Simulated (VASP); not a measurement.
# SiO2 (Fd-3m) in VASP: a series of runs

SiO2 is run at these levels: r2SCAN; tasks: relaxation of cell and atoms.

Program: VASP 6.6.1. These are calculated values, not measurements. Logs are shortened: lines on timing, memory, paths and dates and some standing lists are left out, and cuts for length are marked.

### 1 The cell of the first run

It takes space group Fd-3m (No. 227, cubic). Conventional cell: a = 7.120 Å, b = 7.120 Å, c = 7.120 Å, α = 90.00°, β = 90.00°, γ = 90.00°. Si (site symmetry -43m) has 4 O at 1.54 Å within 2.1 Å. Within 2.1 Å of O (site symmetry -3m) lie 2 Si at 1.54 Å.

### 2 Relaxation of cell and atoms, r2SCAN

Input file POSCAR:

```
SiO2
1.0
    0.0000000000      3.5600000000      3.5600000000
    3.5600000000      0.0000000000      3.5600000000
    3.5600000000      3.5600000000      0.0000000000
Si O
2 4
Direct
    0.5000000000      0.5000000000      0.5000000000
    0.7500000000      0.7500000000      0.7500000000
    0.6250000000      0.6250000000      0.6250000000
    0.1250000000      0.6250000000      0.6250000000
    0.6250000000      0.6250000000      0.1250000000
    0.6250000000      0.1250000000      0.6250000000
```

Input file INCAR.step1:

```
PREC = Accurate
ENCUT = 600
ISMEAR = 0
SIGMA = 0.1
LREAL = False
LASPH = True
NELM = 80
GGA = PE
ALGO = Normal
EDIFF = 1E-4
LWAVE = True
LCHARG = False
```

Input file INCAR.step2:

```
PREC = Accurate
ENCUT = 600
EDIFF = 1E-7
ISMEAR = 0
SIGMA = 0.1
LREAL = False
LASPH = True
NELM = 80
ALGO = Normal
ISIF = 3
LWAVE = False
LCHARG = False
METAGGA = R2SCAN
LMIXTAU = True
IBRION = 2
NSW = 100
EDIFFG = -0.05
ISTART = 1
```

Input file KPOINTS:

```
Automatic mesh
0
Gamma
  6 6 6
```

Potentials or basis: VASP PAW PBE potentials, release 64 (Si, O).

On the command line:

```bash
> cat potpaw_PBE.64/Si/POTCAR potpaw_PBE.64/O/POTCAR > POTCAR
> cp INCAR.step1 INCAR
> mpirun -np 1 vasp_std > vasp.out
> cp INCAR.step2 INCAR
> mpirun -np 1 vasp_std > vasp.out
```

OUTCAR:

```text
PREC = Accurate
   ENCUT = 600
   EDIFF = 1E-7
   ISMEAR = 0
   LREAL = False
   LASPH = True
   NELM = 80
   ISIF = 3
   METAGGA = R2SCAN
   IBRION = 2
   NSW = 100
   EDIFFG = -0.05
   ISTART = 1

 ion  position               nearest neighbor table
   1  0.500  0.500  0.500-   4 1.54   5 1.54   6 1.54   3 1.54   2 3.08   2 3.08   2 3.08   2 3.08

   2  0.750  0.750  0.750-   4 1.54   5 1.54   6 1.54   3 1.54   1 3.08   1 3.08   1 3.08   1 3.08

   3  0.625  0.625  0.625-   1 1.54   2 1.54
   4  0.125  0.625  0.625-   1 1.54   2 1.54
   5  0.625  0.625  0.125-   1 1.54   2 1.54
   6  0.625  0.125  0.625-   1 1.54   2 1.54

  LATTYP: Found a face centered cubic cell.
 ALAT       =     7.1200000000

  Lattice vectors:

 A1 = (   0.0000000000,   3.5600000000,   3.5600000000)
 A2 = (   3.5600000000,   0.0000000000,   3.5600000000)
 A3 = (   3.5600000000,   3.5600000000,   0.0000000000)

Analysis of symmetry for initial positions (statically):
=====================================================================
 Subroutine PRICEL returns:
 Original cell was already a primitive cell.

 Routine SETGRP: Setting up the symmetry group for a
 face centered cubic supercell.

 Subroutine GETGRP returns: Found 48 space group operations
 (whereof 24 operations were pure point group operations)
 out of a pool of 48 trial point group operations.

The static configuration has the point symmetry T_d .
 The point group associated with its full space group is O_h .

Analysis of symmetry for dynamics (positions and initial velocities):
=====================================================================
 Subroutine PRICEL returns:
 Original cell was already a primitive cell.

 Routine SETGRP: Setting up the symmetry group for a
 face centered cubic supercell.

 Subroutine GETGRP returns: Found 48 space group operations
 (whereof 24 operations were pure point group operations)
 out of a pool of 48 trial point group operations.

The dynamic configuration has the point symmetry T_d .
 The point group associated with its full space group is O_h .

 Subroutine INISYM returns: Found 48 space group operations
 (whereof 24 operations are pure point group operations),
 and found     1 'primitive' translations

----------------------------------------------------------------------------------------

                                     Primitive cell

  volume of cell :      90.2360

  direct lattice vectors                    reciprocal lattice vectors
     0.000000000  3.560000000  3.560000000    -0.140449438  0.140449438  0.140449438
     3.560000000  0.000000000  3.560000000     0.140449438 -0.140449438  0.140449438
     3.560000000  3.560000000  0.000000000     0.140449438  0.140449438 -0.140449438

  length of vectors
     5.034600282  5.034600282  5.034600282     0.243265563  0.243265563  0.243265563

  position of ions in fractional coordinates (direct lattice)
     0.500000000  0.500000000  0.500000000
     0.750000000  0.750000000  0.750000000
     0.625000000  0.625000000  0.625000000
     0.125000000  0.625000000  0.625000000
     0.625000000  0.625000000  0.125000000
     0.625000000  0.125000000  0.625000000

  ion indices of the primitive-cell ions
   primitive index   ion index
                 1           1
                 2           2
                 3           3
                 4           4
                 5           5
                 6           6

----------------------------------------------------------------------------------------

 KPOINTS: Automatic mesh

Automatic generation of k-mesh.
 Grid dimensions read from file:
 generate k-points for:    6    6    6

 Generating k-lattice:

  Cartesian coordinates                     Fractional coordinates (reciprocal lattice)
    -0.023408240  0.023408240  0.023408240     0.166666667  0.000000000  0.000000000
     0.023408240 -0.023408240  0.023408240     0.000000000  0.166666667  0.000000000
     0.023408240  0.023408240 -0.023408240     0.000000000  0.000000000  0.166666667

  Length of vectors
     0.040544260  0.040544260  0.040544260

  Shift w.r.t. Gamma in fractional coordinates (k-lattice)
     0.000000000  0.000000000  0.000000000

 Subroutine IBZKPT returns following result:
 ===========================================

 Found     16 irreducible k-points:

 Following reciprocal coordinates:
            Coordinates               Weight
  0.000000  0.000000  0.000000      1.000000
  0.166667  0.000000  0.000000      8.000000
  0.333333  0.000000  0.000000      8.000000
  0.500000  0.000000  0.000000      4.000000
  0.166667  0.166667  0.000000      6.000000
  0.333333  0.166667  0.000000     24.000000
[... 8 lines left out ...]
 -0.333333  0.333333  0.166667     24.000000
 -0.333333  0.500000  0.166667     12.000000
   k-points           NKPTS =     16   k-points in BZ     NKDIM =     16   number of bands    NBANDS=     20
   number of dos      NEDOS =    301   number of ions     NIONS =      6
   total plane-waves  NPLWV =  64000
   dimension x,y,z NGX =    40 NGY =   40 NGZ =   40
   dimension x,y,z NGXF=    80 NGYF=   80 NGZF=   80
   ions per type =               2   4
   NGX,Y,Z   is equivalent  to a cutoff of  13.21, 13.21, 13.21 a.u.
   NGXF,Y,Z  is equivalent  to a cutoff of  26.42, 26.42, 26.42 a.u.
 SYSTEM =  unknown system
   PREC   = accura    normal or accurate (medium, high low for compatibility)
   ISTART =      1    job   : 0-new  1-cont  2-samecut
   ICHARG =      0    charge: 1-file 2-atom 10-const
   ISPIN  =      1    spin polarized calculation?
   LNONCOLLINEAR =      F non collinear calculations
   LSORBIT =      F    spin-orbit coupling
   LASPH  =      T    aspherical Exc in radial PAW
   ENCUT  =  600.0 eV  44.10 Ry    6.64 a.u.  10.06 10.06 10.06*2*pi/ulx,y,z
   NELM   =     80;   NELMIN=  2; NELMDL=  0     # of ELM steps
   EDIFF  = 0.1E-06   stopping-criterion for ELM
   LREAL  =      F    real-space projection
   EDIFFG = -.5E-01   stopping-criterion for IOM
   NSW    =    100    number of steps for IOM
   IBRION =      2    ionic relax: 0-MD 1-quasi-New 2-CG
   NFREE  =      1    steps in history (QN), initial steepest desc. (CG)
   ISIF   =      3    stress and relaxation
   ISYM   =      2    0-nonsym 1-usesym 2-fastsym
   POTIM  = 0.5000    time-step for ionic-motion
   TEBEG  =    0.0;   TEEND  =   0.0 temperature during run
   PSTRESS=    0.0 pullay stress
   NELECT =      32.0000    total number of electrons
   NUPDOWN=      -1.0000    fix difference up-down
   EMIN   =  10.00;   EMAX   =-10.00  energy-range for DOS
   EFERMI =   0.00;   METHOD = LEGACY
   ISMEAR =     0;   SIGMA  =   0.10  broadening in eV -4-tet -1-fermi 0-gaus
   EFERMI_NEDOS =   21; number of points for ismear=-14 and -15
   IALGO  =     38    algorithm
   IMIX   =      4    mixing-type and parameters
     AMIX     =   0.40;   BMIX     =  1.00
     AMIX_MAG =   1.60;   BMIX_MAG =  1.00
  volume/ion in A,a.u.               =      15.04       101.49
  Fermi-wavevector in a.u.,A,eV,Ry     =   1.158772  2.189762 18.269272  1.342754
  Thomas-Fermi vector in A             =   2.295371
   LORBIT       =      0    0 simple, 1 ext, 2 COOP (PROOUT), +10 PAW based schemes
   METAGGA = R2SCAN    functional components
   LHFCALC =     F    Hartree Fock is set to
   AEXX    =    0.0000 exact exchange contribution
   IVDW    =     0    specifies the selected vdW correction
   LEPSILON=     F    determine dielectric tensor
   LRPA    =     F    only Hartree local field effects (RPA)
 conjugate gradient relaxation of ions
 non-spin polarized calculation
 Gauss-broadening in eV      SIGMA  =   0.10
  energy-cutoff  :      600.00
  volume of cell :       90.24
 maximum number of plane-waves:      3042
   NGX = 21   NGY = 21   NGZ = 21

--------------------------------------- Ionic step        1  -------------------------------------------

 number of electron      32.0000009 magnetization

 Free energy of the ion-electron system (eV)
  ---------------------------------------------------
  ext. energy  EPLUGINS =         0.00000000
  ---------------------------------------------------
  free energy    TOTEN  =       -58.77917976 eV

  energy without entropy =      -58.77917976  energy(sigma->0) =      -58.77917976

------------------------ aborting loop because EDIFF is reached ----------------------------------------

  FORCE on cell =-STRESS in cart. coord.  units (eV):
  Direction    XX          YY          ZZ          XY          YZ          ZX
  --------------------------------------------------------------------------------------
  -------------------------------------------------------------------------------------
  Total       12.8268858     12.8268858     12.8268858      0.0000000      0.0000000     -0.0000000
  in kB      227.7465583    227.7465583    227.7465583      0.0000000      0.0000000     -0.0000000
  external PRESSURE =     227.7465583 kB  Pullay stress =       0.0000000 kB

 VOLUME and BASIS-vectors are now :
 -----------------------------------------------------------------------------
  energy-cutoff  :      600.00
  volume of cell :       90.24
      direct lattice vectors                 reciprocal lattice vectors
     0.000000000  3.560000000  3.560000000    -0.140449438  0.140449438  0.140449438
     3.560000000  0.000000000  3.560000000     0.140449438 -0.140449438  0.140449438
     3.560000000  3.560000000  0.000000000     0.140449438  0.140449438 -0.140449438
[... 81 lines left out ...]
 POSITION                                       TOTAL-FORCE (eV/Angst)
 -----------------------------------------------------------------------------------
      3.70739      3.70739      3.70739         0.000000      0.000000      0.000000
      5.56109      5.56109      5.56109        -0.000000     -0.000000     -0.000000
      4.63424      4.63424      4.63424        -0.000000      0.000000     -0.000000
      4.63424      2.78054      2.78054        -0.000000      0.000000     -0.000000
      2.78054      2.78054      4.63424        -0.000000      0.000000     -0.000000
      2.78054      4.63424      2.78054        -0.000000      0.000000     -0.000000
 -----------------------------------------------------------------------------------
    total drift:                                0.000000      0.000000      0.000000

  FREE ENERGIE OF THE ION-ELECTRON SYSTEM (eV)
  ---------------------------------------------------
  free  energy   TOTEN  =       -59.4968243419 eV

  energy  without entropy=      -59.4968243419  energy(sigma->0) =      -59.49682434

--------------------------------------- Ionic step        4  -------------------------------------------

 number of electron      31.9999995 magnetization

 Free energy of the ion-electron system (eV)
  ---------------------------------------------------
  ext. energy  EPLUGINS =         0.00000000
  ---------------------------------------------------
  free energy    TOTEN  =       -59.49820580 eV

  energy without entropy =      -59.49820580  energy(sigma->0) =      -59.49820580

 E-fermi :  -0.7312     XC(G=0):  -7.8289

 val. band max:       -1.2703005451   @ k =   0.5000   0.0000   0.0000
 cond. band min:       4.7712152723   @ k =   0.0000   0.0000   0.0000
 fundamental gap:      6.0415158174
 Fermi energy:        -0.7312445472

 k-point     1 :       0.0000    0.0000    0.0000
  band No.  band energies     occupation
      1     -21.7192      2.00000
      2     -19.7159      2.00000
      3     -19.7159      2.00000
      4     -19.7159      2.00000
      5     -11.4914      2.00000
      6      -7.3562      2.00000
[... 12 lines left out ...]
     19       8.4162      0.00000
     20       8.4162      0.00000
[... 365 lines left out ...]
 POSITION                                       TOTAL-FORCE (eV/Angst)
 -----------------------------------------------------------------------------------
      3.70154      3.70154      3.70154         0.000000      0.000000      0.000000
      5.55231      5.55231      5.55231        -0.000000     -0.000000     -0.000000
      4.62693      4.62693      4.62693         0.000000     -0.000000     -0.000000
      4.62693      2.77616      2.77616         0.000000     -0.000000     -0.000000
      2.77616      2.77616      4.62693         0.000000      0.000000     -0.000000
      2.77616      4.62693      2.77616         0.000000      0.000000     -0.000000
 -----------------------------------------------------------------------------------
    total drift:                                0.000000      0.000000      0.000000

  FREE ENERGIE OF THE ION-ELECTRON SYSTEM (eV)
  ---------------------------------------------------
  free  energy   TOTEN  =       -59.4982057990 eV

  energy  without entropy=      -59.4982057990  energy(sigma->0) =      -59.49820580

 reached required accuracy - stopping structural energy minimisation
```

It took 13 min on 1 thread of Intel Xeon 8259CL, shared host; peak memory 0.28 GiB.

Results:

| Item | Value |
| --- | --- |
| Free energy | -59.4982 eV |
| Relaxed volume | 16.91 Å³/atom |
| Relaxed cell | a = 5.235 Å, b = 5.235 Å, c = 5.235 Å, α = 60.00°, β = 60.00°, γ = 60.00° |
| Space group after relaxing (to 0.1 Å) | Fd-3m (No. 227) |
| Energy gained by relaxing | 119.8 meV/atom |
| Ionic steps | 4 |
| Pressure after relaxing | -0.1 GPa |
| Band gap on the k mesh | 6.04 eV (least direct gap 6.05 eV) |

The path:
```tsv
step	energy change (eV)	largest force (eV/Å)	pressure (GPa)	volume (Å³)
1	0.0000	0.0000	22.77	90.24
2	0.6870	0.0000	-19.75	121.13
3	-0.7176	0.0000	-0.83	101.91
4	-0.7190	0.0000	-0.10	101.43
```

Final structure:
```yaml
crystal:
  lattice:
    - [0.00000, 3.70154, 3.70154]
    - [3.70154, 0.00000, 3.70154]
    - [3.70154, 3.70154, 0.00000]
  atoms:
    - { symbol: Si, position: [0.50000, 0.50000, 0.50000] }
    - { symbol: Si, position: [0.75000, 0.75000, 0.75000] }
    - { symbol: O, position: [0.62500, 0.62500, 0.62500] }
    - { symbol: O, position: [0.12500, 0.62500, 0.62500] }
    - { symbol: O, position: [0.62500, 0.62500, 0.12500] }
    - { symbol: O, position: [0.62500, 0.12500, 0.62500] }
```

Levels at points of the mesh, in eV from the valence-band top:
| k point | band 12 | band 13 | band 14 | band 15 | band 16 | band 17 | band 18 | band 19 | band 20 |
| --- | --- | --- | --- | --- | --- | --- | --- | --- | --- |
| (0.00, 0.00, 0.00) | -2.10 | -2.10 | -0.01 | -0.01 | -0.01 | 6.04 | 9.69 | 9.69 | 9.69 |
| (0.50, 0.00, 0.00) | -2.02 | -2.02 | -1.01 | -1.01 | 0.00 | 8.49 | 8.60 | 9.30 | 11.35 |
| (0.50, 0.50, 0.00) | -2.50 | -1.46 | -1.46 | -0.67 | -0.67 | 8.94 | 8.94 | 11.46 | 11.46 |

Caveat: the PAW data sets were made with another functional, which shifts forces and pressure a little. A k mesh can miss the band edges.

(Continued in part 2 of 2.)
